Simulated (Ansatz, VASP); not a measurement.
## ZnS in VASP and in Ansatz

```
Zn S
1.0
     3.81100   -0.01905   -0.01905
    -1.92200    3.30995   -0.00697
    -0.03117   -0.03117    6.23400
Zn S
2 2
Direct
  0.33333 0.66667 0.00000
  0.66667 0.33333 0.50000
  0.33333 0.66667 0.38500
  0.66667 0.33333 0.88500
```

Change from the starting cell: equal xy, yz and zx shear strains of -1 %, PAW files.

Alike in both runs: task electric field gradients; functional PBE; k mesh 8 × 8 × 5; occupations fermi-dirac, width 0.03 eV; no spin polarisation.

|  | VASP | Ansatz |
| --- | --- | --- |
| version | VASP 6.6.1 | Ansatz 0.2.0 |
| potentials or method | VASP PAW PBE potentials, release 64 (Zn, S) | PAW with Ansatz's default frozen-core files, scalar-relativistic |
| plane-wave cutoff (eV) | 520 | 420 |
| valence electrons in the cell | 36 | 36 |

Ansatz gave:

```
gap on the k mesh at the Fermi level (eV)                     : 2.22
pressure (GPa)                                                : 2.3
traceless stress, the component that is largest in VASP (GPa) : -1.36
rms of the force components (eV/Å)                            : 0.192
size of Vzz on the site where it differs most (V/Å²)          : 18.3
```

Problem. Estimate VASP's values.

Solution. gap on the k mesh at the Fermi level (eV): 2.22; pressure (GPa): 2.5; traceless stress, the component that is largest in VASP (GPa): -1.38; rms of the force components (eV/Å): 0.194; size of Vzz on the site where it differs most (V/Å²): 19.5.

Atom by atom the forces differ by 0.002 eV/Å (rms over components).
